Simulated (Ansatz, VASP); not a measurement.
## Two plane-wave programs on SrCl2

Contents of POSCAR:

```
SrCl2
1.0
    0.0000000000      3.4976509443      3.4976509443
    3.4976509443      0.0000000000      3.4976509443
    3.4976509443      3.4976509443      0.0000000000
Sr Cl
1 2
Direct
    0.0000000000      0.0000000000      0.0000000000
    0.2500000000      0.2500000000      0.2500000000
    0.7500000000      0.7500000000      0.7500000000
```

INCAR.step1

```
SYSTEM = SrCl2
PREC = Accurate
ENCUT = 550
ISMEAR = 0
SIGMA = 0.2
LREAL = .False.
LASPH = .True.
NELM = 120
NBANDS = 19
GGA = PE
ALGO = Normal
EDIFF = 1E-5
LWAVE = .True.
LCHARG = .False.
GGA_COMPAT = .False.
```

Contents of INCAR.step2:

```
SYSTEM = SrCl2
PREC = Accurate
ENCUT = 550
EDIFF = 1E-6
ISMEAR = 0
SIGMA = 0.2
LREAL = .False.
LASPH = .True.
NELM = 120
ALGO = Normal
ISIF = 2
LWAVE = .False.
LCHARG = .True.
METAGGA = R2SCAN
LMIXTAU = .True.
LELF = .True.
LVHAR = .True.
NBANDS = 19
ISTART = 1
GGA_COMPAT = .False.
```

File KPOINTS:

```
regular mesh
0
Gamma
  4 4 4
  0 0 0
```

Input for Ansatz:

```yaml
crystal:
  lattice:
    - [0.0, 3.4976509443, 3.4976509443]
    - [3.4976509443, 0.0, 3.4976509443]
    - [3.4976509443, 3.4976509443, 0.0]
  atoms:
    - { symbol: Sr, position: [0.0, 0.0, 0.0] }
    - { symbol: Cl, position: [0.25, 0.25, 0.25] }
    - { symbol: Cl, position: [0.75, 0.75, 0.75] }
kpoints:
  mp_grid: { grid: [4, 4, 4] }
hamiltonian:
  xc: r2scan
scf:
  occupations: { method: gaussian, width: 0.2 }
  n_extra_bands: 4
output:
  forces: true
  stress: true
  eigenvalues: true
```

Alike in both runs: task single point; functional r2SCAN; k mesh 4 × 4 × 4; occupations gaussian, width 0.2 eV; no spin polarisation.

|  | VASP | Ansatz |
| --- | --- | --- |
| version | VASP 6.6.1 | Ansatz 0.2.0 |
| potentials or method | VASP PAW PBE potentials, release 64 (Sr_sv, Cl) | plane waves |
| plane-wave cutoff (eV) | 550 | 500 |
| valence electrons in the cell | 24 | 24 |

|  | VASP | Ansatz | Ansatz less VASP |
| --- | --- | --- | --- |
| gap on the k mesh at the Fermi level (eV) | 5.94 | 5.94 | 0.000 |
| pressure (GPa) | 0.0 | 0.0 | -0.06 |

VASP's potentials were made for PBE, not for r2SCAN.
